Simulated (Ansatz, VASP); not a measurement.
## N: VASP beside Ansatz

```
N
1.0
     4.08406    0.00000    0.00000
     0.00000    4.08406    0.00000
     0.00000    0.00000    5.34591
N
4
Direct
  0.90428 0.90428 0.00000
  0.59572 0.45427 0.50000
  0.09573 0.09573 0.00000
  0.40427 0.59572 0.50000
```

Alike in both runs: task single point; functional PBEsol; k mesh 4 × 4 × 3; no spin polarisation.

|  | VASP | Ansatz |
| --- | --- | --- |
| version | VASP 6.6.1 | Ansatz 0.2.0 |
| potentials or method | VASP PAW PBE potentials, release 64 (N), cutoff 520 eV | plane waves, PAW |
| occupations | methfessel-paxton of order 1, width 0.01 eV | cold, width 0.01 eV |
| valence electrons in the cell | 20 | 20 |

Ansatz gave:

- rms of the force components (eV/Å): 11.982

Q: Estimate VASP's values.

A: rms of the force components (eV/Å): 14.818.

VASP's potentials were made for PBE, not for PBEsol. Atom by atom the forces differ by 2.924 eV/Å (rms over components).

Noted on VASP's run: the standard files for N, O and F lose accuracy on very short bonds.
